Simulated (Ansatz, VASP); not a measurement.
# W2Cl in VASP and in Ansatz

```
W Cl
1.0
     4.61763    0.00000    0.00000
    -2.30882    3.99899    0.00000
     0.00000    0.00000    2.85947
W Cl
2 1
Direct
  0.33333 0.66667 0.50000
  0.66667 0.33333 0.50000
  0.00000 0.00000 0.00000
```

Change from the starting cell: species swapped into the YB2 type (P6/mmm, No. 191).

Alike in both runs: task relaxation of cell and atoms; functional PBE; k mesh 6 × 6 × 6; occupations gaussian, width 0.1 eV; no spin polarisation.

|  | VASP | Ansatz |
| --- | --- | --- |
| version | VASP 6.6.1 | Ansatz 0.2.0 |
| potentials or method | VASP PAW PBE potentials, release 64 (W_sv, Cl), cutoff 600 eV | scalar-relativistic, plane waves, PAW |
| valence electrons in the cell | 35 | 35 |

|  | VASP | Ansatz | Ansatz less VASP |
| --- | --- | --- | --- |
| gap on the k mesh at the Fermi level, each at its own relaxed structure (eV) | none | none | - |
| relaxed volume (Å³/atom) | 17.43 | 17.39 | -0.048 |
| relaxed length of the cell vector where the two differ most in proportion (Å) | 4.654 | 4.650 | -0.0043 |

A gap of «none» marks a metal or a gap that the smearing closes.

The k mesh is coarse, so the values compare programs but aren't converged. Neither program's run includes spin-orbit coupling.
